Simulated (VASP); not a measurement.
SnTe, 2 atoms in the cell. The structure is cubic, space group Fm-3m (No. 225). Conventional cell: a = 6.355 Å, b = 6.355 Å, c = 6.355 Å, α = 90.00°, β = 90.00°, γ = 90.00°. Within 4.2 Å of Sn (site symmetry m-3m) lie 6 Te at 3.18 Å. Within 4.2 Å of Te (site symmetry m-3m) lie 6 Sn at 3.18 Å. 

| Quantity | Value |
| --- | --- |
| Program | VASP 6.6.1 |
| Task | electric field gradients |
| Functional | PBEsol |
| Potentials or basis | VASP PAW PBE potentials, release 64 (Sn_d, Te) |
| Cutoff | 520 eV |
| k mesh | 11 × 11 × 11 |
| Occupations | fermi-dirac, width 0.08 eV |
| Spin | no spin polarisation |
| Dipole correction | no |
| Further INCAR settings | ALGO = Normal; EDIFF = 1e-08; NBANDS = 17 |

Potentials or basis: VASP PAW PBE potentials, release 64 (Sn_d, Te).

Command:

```sh
$ cat potpaw_PBE.64/Sn_d/POTCAR potpaw_PBE.64/Te/POTCAR > POTCAR
$ mpirun -np 1 vasp_std > vasp.out
```

Hardware: 1 thread of Intel Xeon 8259CL (shared host).

**Question.** How long does it take, and how much memory?

**Answer.** Run time: 2.2 min on 1 thread of Intel Xeon 8259CL, with other jobs on the host, peak memory 0.24 GiB. Counts: scf iterations 18, k points 56.
